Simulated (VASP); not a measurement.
# Be2ZnO3 (P3m1) in VASP: a series of runs

Runs on Be2ZnO3. Level: PBE. Tasks: single point, relaxation of cell and atoms.

All numbers are computed with VASP 6.6.1; they aren't measurements. Logs are shortened: lines on timing, memory, paths and dates and some standing lists are left out, and cuts for length are marked.

### 1 The cell of the first run

The structure is trigonal, space group P3m1 (No. 156). Conventional cell: a = 2.870 Å, b = 2.870 Å, c = 7.248 Å, α = 90.00°, β = 90.00°, γ = 120.00°. Be (site symmetry 3m) has 4 O at 1.61 to 1.74 Å within 2.1 Å. Be (site symmetry 3m) has 4 O at 1.60 to 1.75 Å within 2.1 Å. Zn (site symmetry 3m) has 4 O at 1.92 to 1.97 Å within 2.5 Å. Within 2.1 Å of O (site symmetry 3m) lie 4 Be at 1.61 to 1.75 Å. O (site symmetry 3m) has 1 Be at 1.60 Å and 3 Zn at 1.92 Å within 2.1 Å. O (site symmetry 3m) has 3 Be at 1.74 Å and 1 Zn at 1.97 Å within 2.3 Å.

### 2 Single point, PBE

INCAR reads:

```
  ALGO = Normal
  EDIFF = 1E-6
  ENCUT = 1340
  GGA = PE
  GGA_COMPAT = False
  ISIF = 2
  ISMEAR = 0
  LASPH = True
  LCHARG = False
  LREAL = False
  LWAVE = False
  NBANDS = 26
  NELM = 120
  PREC = Accurate
  SIGMA = 0.15
```

KPOINTS reads:

```
k-points
0
Gamma
  5 5 2
```

POSCAR reads:

```
Be2ZnO3
1.0
    2.8696330001      0.0000000000      0.0000000000
   -1.4348165001      2.4851750777      0.0000000000
    0.0000000000      0.0000000000      7.2478903360
Be Zn O
2 1 3
Direct
    0.3333333333      0.6666666667      0.3615115495
    0.6666666667      0.3333333333      0.6606658361
    0.0000000000      0.0000000000      0.0154098253
    0.3333333333      0.6666666667      0.5842124541
    0.6666666667      0.3333333333      0.8813734088
    0.0000000000      0.0000000000      0.2868269262
```

Potentials or basis: VASP PAW PBE potentials, release 64 (Be, Zn, O_h).

Launch:

```bash
$ cat potpaw_PBE.64/Be/POTCAR potpaw_PBE.64/Zn/POTCAR potpaw_PBE.64/O_h/POTCAR > POTCAR
$ mpirun -np 1 vasp_std > vasp.out
```

OUTCAR:

```text
EDIFF = 1E-6
   ENCUT = 1340
   GGA = PE
   ISIF = 2
   ISMEAR = 0
   LASPH = True
   LREAL = False
   NELM = 120
   PREC = Accurate

 ion  position               nearest neighbor table
   1  0.333  0.667  0.362-   4 1.61   6 1.74   6 1.74   6 1.74
   2  0.667  0.333  0.661-   5 1.60   4 1.75   4 1.75   4 1.75
   3  0.000  0.000  0.015-   5 1.92   5 1.92   5 1.92   6 1.97
   4  0.333  0.667  0.584-   1 1.61   2 1.75   2 1.75   2 1.75
   5  0.667  0.333  0.881-   2 1.60   3 1.92   3 1.92   3 1.92
   6  0.000  0.000  0.287-   1 1.74   1 1.74   1 1.74   3 1.97

  LATTYP: Found a hexagonal cell.
 ALAT       =     2.8696330001
 C/A-ratio  =     2.5257203049

  Lattice vectors:

 A1 = (   2.8696330001,   0.0000000000,   0.0000000000)
 A2 = (  -1.4348165001,   2.4851750777,   0.0000000000)
 A3 = (   0.0000000000,   0.0000000000,   7.2478903360)

Analysis of symmetry for initial positions (statically):
=====================================================================
 Subroutine PRICEL returns:
 Original cell was already a primitive cell.

 Routine SETGRP: Setting up the symmetry group for a
 hexagonal supercell.

 Subroutine GETGRP returns: Found  6 space group operations
 (whereof  6 operations were pure point group operations)
 out of a pool of 24 trial point group operations.

The static configuration has the point symmetry C_3v.

Analysis of symmetry for dynamics (positions and initial velocities):
=====================================================================
 Subroutine PRICEL returns:
 Original cell was already a primitive cell.

 Routine SETGRP: Setting up the symmetry group for a
 hexagonal supercell.

 Subroutine GETGRP returns: Found  6 space group operations
 (whereof  6 operations were pure point group operations)
 out of a pool of 24 trial point group operations.

The dynamic configuration has the point symmetry C_3v.

 Subroutine INISYM returns: Found  6 space group operations
 (whereof  6 operations are pure point group operations),
 and found     1 'primitive' translations

----------------------------------------------------------------------------------------

                                     Primitive cell

  volume of cell :      51.6886

  direct lattice vectors                    reciprocal lattice vectors
     2.869633000  0.000000000  0.000000000     0.348476617  0.201193069  0.000000000
    -1.434816500  2.485175078  0.000000000     0.000000000  0.402386137  0.000000000
     0.000000000  0.000000000  7.247890336     0.000000000  0.000000000  0.137971182

  length of vectors
     2.869633000  2.869633000  7.247890336     0.402386137  0.402386137  0.137971182

  position of ions in fractional coordinates (direct lattice)
     0.333333333  0.666666667  0.361511550
     0.666666667  0.333333333  0.660665836
     0.000000000  0.000000000  0.015409825
     0.333333333  0.666666667  0.584212454
     0.666666667  0.333333333  0.881373409
     0.000000000  0.000000000  0.286826926

  ion indices of the primitive-cell ions
   primitive index   ion index
                 1           1
                 2           2
                 3           3
                 4           4
                 5           5
                 6           6

----------------------------------------------------------------------------------------

 KPOINTS: k-points

Automatic generation of k-mesh.
 Grid dimensions read from file:
 generate k-points for:    5    5    2

 Generating k-lattice:

  Cartesian coordinates                     Fractional coordinates (reciprocal lattice)
     0.069695323  0.040238614  0.000000000     0.200000000 -0.000000000  0.000000000
     0.000000000  0.080477227  0.000000000     0.000000000  0.200000000  0.000000000
     0.000000000  0.000000000  0.068985591     0.000000000  0.000000000  0.500000000

  Length of vectors
     0.080477227  0.080477227  0.068985591

  Shift w.r.t. Gamma in fractional coordinates (k-lattice)
     0.000000000  0.000000000  0.000000000

 Subroutine IBZKPT returns following result:
 ===========================================

 Found     10 irreducible k-points:

 Following reciprocal coordinates:
            Coordinates               Weight
  0.000000  0.000000  0.000000      1.000000
  0.200000 -0.000000  0.000000      6.000000
  0.400000 -0.000000  0.000000      6.000000
  0.200000  0.200000  0.000000      6.000000
  0.400000  0.200000  0.000000      6.000000
  0.000000  0.000000  0.500000      1.000000
  0.200000 -0.000000  0.500000      6.000000
  0.400000 -0.000000  0.500000      6.000000
  0.200000  0.200000  0.500000      6.000000
  0.400000  0.200000  0.500000      6.000000
   k-points           NKPTS =     10   k-points in BZ     NKDIM =     10   number of bands    NBANDS=     26
   number of dos      NEDOS =    301   number of ions     NIONS =      6
   total plane-waves  NPLWV = 116640
   dimension x,y,z NGX =    36 NGY =   36 NGZ =   90
   dimension x,y,z NGXF=    72 NGYF=   72 NGZF=  180
   ions per type =               2   1   3
   NGX,Y,Z   is equivalent  to a cutoff of  20.86, 20.86, 20.64 a.u.
   NGXF,Y,Z  is equivalent  to a cutoff of  41.71, 41.71, 41.29 a.u.
 SYSTEM =  unknown system
   PREC   = accura    normal or accurate (medium, high low for compatibility)
   ISTART =      0    job   : 0-new  1-cont  2-samecut
   ICHARG =      2    charge: 1-file 2-atom 10-const
   ISPIN  =      1    spin polarized calculation?
   LNONCOLLINEAR =      F non collinear calculations
   LSORBIT =      F    spin-orbit coupling
   LASPH  =      T    aspherical Exc in radial PAW
   ENCUT  = 1340.0 eV  98.49 Ry    9.92 a.u.   8.57  8.57 21.63*2*pi/ulx,y,z
   NELM   =    120;   NELMIN=  2; NELMDL= -5     # of ELM steps
   EDIFF  = 0.1E-05   stopping-criterion for ELM
   LREAL  =      F    real-space projection
[... 7 lines left out ...]
   TEBEG  =    0.0;   TEEND  =   0.0 temperature during run
   PSTRESS=    0.0 pullay stress
   NELECT =      34.0000    total number of electrons
   NUPDOWN=      -1.0000    fix difference up-down
   EMIN   =  10.00;   EMAX   =-10.00  energy-range for DOS
   EFERMI =   0.00;   METHOD = LEGACY
   ISMEAR =     0;   SIGMA  =   0.15  broadening in eV -4-tet -1-fermi 0-gaus
   EFERMI_NEDOS =   21; number of points for ismear=-14 and -15
   IALGO  =     38    algorithm
   IMIX   =      4    mixing-type and parameters
     AMIX     =   0.40;   BMIX     =  1.00
     AMIX_MAG =   1.60;   BMIX_MAG =  1.00
  volume/ion in A,a.u.               =       8.61        58.14
  Fermi-wavevector in a.u.,A,eV,Ry     =   1.423758  2.690512 27.580187  2.027087
  Thomas-Fermi vector in A             =   2.544321
   LORBIT       =      0    0 simple, 1 ext, 2 COOP (PROOUT), +10 PAW based schemes
   GGA     = PE    functional components
   LHFCALC =     F    Hartree Fock is set to
   AEXX    =    0.0000 exact exchange contribution
   IVDW    =     0    specifies the selected vdW correction
   LEPSILON=     F    determine dielectric tensor
   LRPA    =     F    only Hartree local field effects (RPA)
 non-spin polarized calculation
 Gauss-broadening in eV      SIGMA  =   0.15
  energy-cutoff  :     1340.00
  volume of cell :       51.69
 maximum number of plane-waves:      5833
 NGX is ok and might be reduce to    36
   NGX = 17   NGY = 17   NGZ = 43

 number of electron      34.0000001 magnetization

 Free energy of the ion-electron system (eV)
  ---------------------------------------------------
  ext. energy  EPLUGINS =         0.00000000
  ---------------------------------------------------
  free energy    TOTEN  =       -36.48888718 eV

  energy without entropy =      -36.48888718  energy(sigma->0) =      -36.48888718

 E-fermi :   4.3284     XC(G=0): -11.1516

 val. band max:        3.6753938660   @ k =   0.0000   0.0000   0.0000
 cond. band min:       6.1162863508   @ k =   0.0000   0.0000   0.0000
 fundamental gap:      2.4408924848
 Fermi energy:         4.3283753709

 k-point     1 :       0.0000    0.0000    0.0000
  band No.  band energies     occupation
      1     -15.4079      2.00000
      2     -14.6732      2.00000
      3     -14.2040      2.00000
      4      -3.3321      2.00000
      5      -2.1595      2.00000
      6      -2.1462      2.00000
[... 18 lines left out ...]
     25      16.5046      0.00000
     26      16.6515      0.00000

 k-point     2 :       0.2000   -0.0000    0.0000
  band No.  band energies     occupation
      1     -15.0546      2.00000
      2     -14.4170      2.00000
      3     -13.9934      2.00000
      4      -2.9800      2.00000
      5      -2.4688      2.00000
      6      -2.0071      2.00000
[... 18 lines left out ...]
     25      16.9085      0.00000
     26      17.4971      0.00000

 k-point     3 :       0.4000   -0.0000    0.0000
  band No.  band energies     occupation
      1     -14.3250      2.00000
      2     -13.9805      2.00000
      3     -13.6861      2.00000
      4      -2.9709      2.00000
      5      -2.5334      2.00000
      6      -2.1841      2.00000
[... 18 lines left out ...]
     25      17.3809      0.00000
     26      18.0255      0.00000

 k-point     4 :       0.2000    0.2000    0.0000
  band No.  band energies     occupation
      1     -14.5022      2.00000
      2     -14.0562      2.00000
      3     -13.7359      2.00000
      4      -2.7722      2.00000
      5      -2.3625      2.00000
      6      -2.0586      2.00000
[... 18 lines left out ...]
     25      17.1390      0.00000
     26      17.4819      0.00000
[... 90 lines left out ...]
      1     -14.2918      2.00000
      2     -14.0440      2.00000
      3     -13.6561      2.00000
      4      -2.9441      2.00000
      5      -2.6833      2.00000
      6      -2.1487      2.00000
[... 18 lines left out ...]
     25      17.1464      0.00000
     26      18.5744      0.00000

 k-point     9 :       0.2000    0.2000    0.5000
  band No.  band energies     occupation
      1     -14.4312      2.00000
      2     -14.1982      2.00000
      3     -13.6639      2.00000
      4      -2.7082      2.00000
      5      -2.3896      2.00000
      6      -2.1901      2.00000
[... 18 lines left out ...]
     25      17.1476      0.00000
     26      17.6942      0.00000

 k-point    10 :       0.4000    0.2000    0.5000
  band No.  band energies     occupation
      1     -14.0536      2.00000
      2     -13.8002      2.00000
      3     -13.6521      2.00000
      4      -2.6877      2.00000
      5      -2.6505      2.00000
      6      -2.1746      2.00000
[... 18 lines left out ...]
     25      17.0455      0.00000
     26      18.0597      0.00000

------------------------ aborting loop because EDIFF is reached ----------------------------------------

  FORCE on cell =-STRESS in cart. coord.  units (eV):
  Direction    XX          YY          ZZ          XY          YZ          ZX
  --------------------------------------------------------------------------------------
  -------------------------------------------------------------------------------------
  Total        0.2262644      0.2262644      0.3360327     -0.0000000      0.0000000      0.0000000
  in kB        7.0134514      7.0134514     10.4159100     -0.0000000      0.0000000      0.0000000
  external PRESSURE =       8.1476043 kB  Pullay stress =       0.0000000 kB

 VOLUME and BASIS-vectors are now :
 -----------------------------------------------------------------------------
  energy-cutoff  :     1340.00
  volume of cell :       51.69
      direct lattice vectors                 reciprocal lattice vectors
     2.869633000  0.000000000  0.000000000     0.348476617  0.201193069  0.000000000
    -1.434816500  2.485175078  0.000000000     0.000000000  0.402386137  0.000000000
     0.000000000  0.000000000  7.247890336     0.000000000  0.000000000  0.137971182

 POSITION                                       TOTAL-FORCE (eV/Angst)
 -----------------------------------------------------------------------------------
     -0.00000      1.65678      2.62020         0.000000      0.000000     -0.067888
      1.43482      0.82839      4.78843         0.000000      0.000000      0.028522
      0.00000      0.00000      0.11169         0.000000     -0.000000      0.101950
     -0.00000      1.65678      4.23431         0.000000     -0.000000      0.038311
      1.43482      0.82839      6.38810        -0.000000      0.000000     -0.156950
      0.00000      0.00000      2.07889         0.000000      0.000000      0.056056
 -----------------------------------------------------------------------------------
    total drift:                                0.000000      0.000000     -0.001201

  FREE ENERGIE OF THE ION-ELECTRON SYSTEM (eV)
  ---------------------------------------------------
  free  energy   TOTEN  =       -36.4888871778 eV

  energy  without entropy=      -36.4888871778  energy(sigma->0) =      -36.48888718
```

Run time: 2.1 min. Hardware: 1 thread of AMD EPYC 7R43 (Zen 3), shared host; peak memory 0.31 GiB.

What came out:

| Quantity | Value |
| --- | --- |
| Free energy | -36.4889 eV |
| Pressure | 0.8 GPa |
| Largest force | 0.157 eV/Å |
| Band gap on the k mesh | 2.44 eV |

Forces in eV/Å, atoms in the order of the input:
```
Be   0.000  0.000 -0.068
Be   0.000  0.000  0.029
Zn   0.000  0.000  0.102
O    0.000  0.000  0.038
O    0.000  0.000 -0.157
O    0.000  0.000  0.056
```

Stress tensor (GPa, compression positive):
```
0.70 0.00 0.00
0.00 0.70 0.00
0.00 0.00 1.04
```

Levels at points of the mesh, in eV from the valence-band top:
| k point | band 13 | band 14 | band 15 | band 16 | band 17 | band 18 | band 19 | band 20 | band 21 | band 22 |
| --- | --- | --- | --- | --- | --- | --- | --- | --- | --- | --- |
| (0.00, 0.00, 0.00) | -1.61 | -1.61 | -1.12 | 0.00 | 0.00 | 2.44 | 6.95 | 7.37 | 10.63 | 12.31 |
| (0.00, 0.00, 0.50) | -2.18 | -1.55 | -1.55 | -0.02 | -0.02 | 3.04 | 5.96 | 8.44 | 10.06 | 12.35 |

Caveat: the k points lie up to 0.51 Å⁻¹ apart.

### 3 Relaxation of cell and atoms, PBE

INCAR reads:

```
  PREC = Accurate
  ENCUT = 600
  EDIFF = 1E-7
  ISMEAR = 0
  SIGMA = 0.02
  LREAL = False
  LASPH = True
  NELM = 120
  ALGO = Normal
  ISIF = 3
  LWAVE = False
  LCHARG = False
  GGA = PE
  IBRION = 2
  NSW = 100
  EDIFFG = -0.01
  GGA_COMPAT = False
  NELMIN = 4
```

KPOINTS reads:

```
Automatic mesh
0
Gamma
  12 12 4
```

POSCAR is that of step 2.

Potentials or basis: VASP PAW PBE potentials, release 64 (Be, Zn, O).

Launch:

```bash
$ cat potpaw_PBE.64/Be/POTCAR potpaw_PBE.64/Zn/POTCAR potpaw_PBE.64/O/POTCAR > POTCAR
$ mpirun -np 1 vasp_std > vasp.out
```

Run time: 6.8 min. Hardware: 1 thread of Oxide Virtual Turin-like, shared host; peak memory 0.22 GiB.

It converged, with:

```yaml
Free_energy: -36.4712 eV
Relaxed_volume: 8.65 Å³/atom
Relaxed_cell: a = 2.871 Å, b = 2.871 Å, c = 7.266 Å, α = 90.00°, β = 90.00°, γ = 120.00°
Space_group_after_relaxing_to_0.1_Å: P3m1 (No. 156)
Energy_gained_by_relaxing: 0.2 meV/atom
Ionic_steps: 6
Pressure_after_relaxing: 0.0 GPa
Band_gap_on_the_k_mesh: 2.39 eV
```

Forces on the atoms (eV/Å):
```
Be   0.000  0.000 -0.001
Be   0.000  0.000 -0.001
Zn   0.000  0.000  0.002
O    0.000  0.000  0.001
O    0.000  0.000 -0.001
O    0.000  0.000  0.000
```

Step by step:
```tsv
step	energy change (eV)	largest force (eV/Å)	pressure (GPa)	volume (Å³)
1	0.0000	0.1511	0.83	51.69
2	-0.0003	0.1324	-0.59	52.02
3	-0.0011	0.0318	0.04	51.87
4	-0.0011	0.0141	-0.06	51.89
5	-0.0011	0.0150	-0.06	51.89
6	-0.0012	0.0021	-0.04	51.88
```

Final structure:
```
Be Zn O
1.0
     2.87129    0.00000    0.00000
    -1.43564    2.48661    0.00000
     0.00000    0.00000    7.26594
Be Zn O
2 1 3
Direct
  0.33333 0.66667 0.36142
  0.66667 0.33333 0.66073
  0.00000 0.00000 0.01587
  0.33333 0.66667 0.58414
  0.66667 0.33333 0.88073
  0.00000 0.00000 0.28710
```

Levels at points of the mesh, in eV from the valence-band top:
```
           k point  band 13  band 14  band 15  band 16  band 17  band 18  band 19  band 20  band 21
(0.00, 0.00, 0.00)    -1.59    -1.59    -1.14     0.00     0.00     2.39     6.94     7.36    10.59
(0.50, 0.00, 0.00)    -3.03    -2.59    -2.42    -2.33    -0.85     4.86     7.06     8.03     9.57
(0.00, 0.00, 0.50)    -2.17    -1.53    -1.53    -0.02    -0.02     2.99     5.95     8.42    10.04
(0.50, 0.00, 0.50)    -3.34    -3.14    -2.57    -1.83    -0.75     5.57     6.55     7.17    10.12
```

A k mesh can miss the band edges.
